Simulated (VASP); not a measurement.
**ZrB: single point with PBEsol**

The system is ZrB.

```
Zr B
1.0
     0.00000    2.35685    2.26258
     2.35685    0.00000    2.26258
     2.35685    2.35685    0.00000
Zr B
1 1
Direct
  0.00000 0.00000 0.00000
  0.50000 0.50000 0.50000
```

This cell differs from its parent crystal: ratio of the length along z to the lengths across it x 0.96, volume and fractional coordinates fixed.

```json
{
  "Program": "VASP 6.6.1",
  "Task": "single point",
  "Functional": "PBEsol",
  "Potentials or basis": "VASP PAW PBE potentials, release 64 (Zr_sv, B)",
  "Cutoff": "520 eV",
  "k mesh": "20 × 20 × 20",
  "Occupations": "gaussian, width 0.15 eV",
  "Spin": "no spin polarisation",
  "Dipole correction": "no",
  "Further INCAR settings": "ALGO = Normal; EDIFF = 1e-06; NBANDS = 14"
}
```

```
Pressure               : 30.1 GPa
Band gap on the k mesh : zero (an odd number of electrons rules out a gap without spin polarisation)
```

Stress tensor (GPa, compression positive):
```
23.43  0.00  0.00
 0.00 23.43  0.00
 0.00  0.00 43.38
```

Levels at points of the mesh, in eV from the Fermi level:
```tsv
k point	band 6	band 7	band 8	band 9	band 10	band 11
(0.00, 0.00, 0.00)	1.73	1.73	2.20	3.45	3.73	3.73
(0.50, 0.00, 0.00)	-3.54	-1.50	-1.38	5.60	5.92	7.39
(0.50, 0.50, 0.00)	-1.21	0.08	2.36	2.36	5.54	6.90
(0.50, 0.00, 0.50)	-1.15	-0.47	2.52	2.82	5.41	6.71
```

It took 3.5 min on 1 thread of Intel Xeon 8259CL, with other jobs on the host, peak memory 0.34 GiB.

Caveat: the stress differs along the axes, from 23 to 43 GPa; the PAW data sets were made with another functional, which shifts forces and pressure a little.
